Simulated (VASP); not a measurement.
A run of VASP 6.6.1 is set up as follows.

File INCAR:

```
SYSTEM = HgTe
PREC = Accurate
ENCUT = 520
EDIFF = 1E-6
ISMEAR = 0
SIGMA = 0.05
LREAL = .FALSE.
LASPH = .TRUE.
NELM = 60
ALGO = Normal
ISIF = 2
LWAVE = .FALSE.
LCHARG = .FALSE.
GGA = PE
NBANDS = 16
```

Contents of KPOINTS:

```
regular mesh
0
G
  6 6 6
  0 0 0
```

POSCAR

```
HgTe
1.0
    0.0000000000      3.2145000000      3.1823550000
    3.2145000000      0.0000000000      3.1823550000
    3.2145000000      3.2145000000      0.0000000000
Hg Te
1 1
Direct
    0.0000000000      0.0000000000      0.0000000000
    0.2500000000      0.2500000000      0.2500000000
```

Potentials or basis: VASP PAW PBE potentials, release 64 (Hg, Te).

Command:

```console
$ cat potpaw_PBE.64/Hg/POTCAR potpaw_PBE.64/Te/POTCAR > POTCAR
$ mpirun -np 1 vasp_std > vasp.out
```

(1) Estimate the band gap on the k mesh.

(2) Estimate the pressure.

## Answers

(1) 0.03 eV, direct.

(2) 5.3 GPa.

Caveat: spin-orbit coupling is left out, which moves the levels of the heavy elements.
